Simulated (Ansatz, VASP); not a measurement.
RbBr: VASP beside Ansatz

```
CELL_PARAMETERS angstrom
0.00000 3.15330 3.56460
3.15330 0.00000 3.56460
3.15330 3.15330 0.00000
ATOMIC_POSITIONS crystal
Rb 0.00000 0.00000 0.00000
Br 0.50000 0.50000 0.50000
```

Change from the starting cell: strain -0.080 along x and y, +0.040 along z, atoms carried along.

Alike in both runs: task single point; functional LDA; k mesh 6 × 6 × 6; occupations gaussian, width 0.05 eV; no spin polarisation.

|  | VASP | Ansatz |
| --- | --- | --- |
| version | VASP 6.6.1 | Ansatz 0.2.0 |
| potentials or method | VASP PAW LDA potentials, release 64 (Rb_sv, Br), cutoff 520 eV | scalar-relativistic, plane waves, PAW |
| valence electrons in the cell | 16 | 16 |

```csv
,VASP,Ansatz,Ansatz less VASP
gap on the k mesh at the Fermi level (eV),4.11,4.11,-0.006
least direct gap on the mesh (eV),4.11,4.11,-0.006
pressure (GPa),2.0,1.9,-0.09
"traceless stress, the component that is largest in VASP (GPa)",-3.64,-3.57,+0.071
```

LDA's correlation is that of Perdew and Zunger in VASP and of Perdew and Wang (1992) in Ansatz.
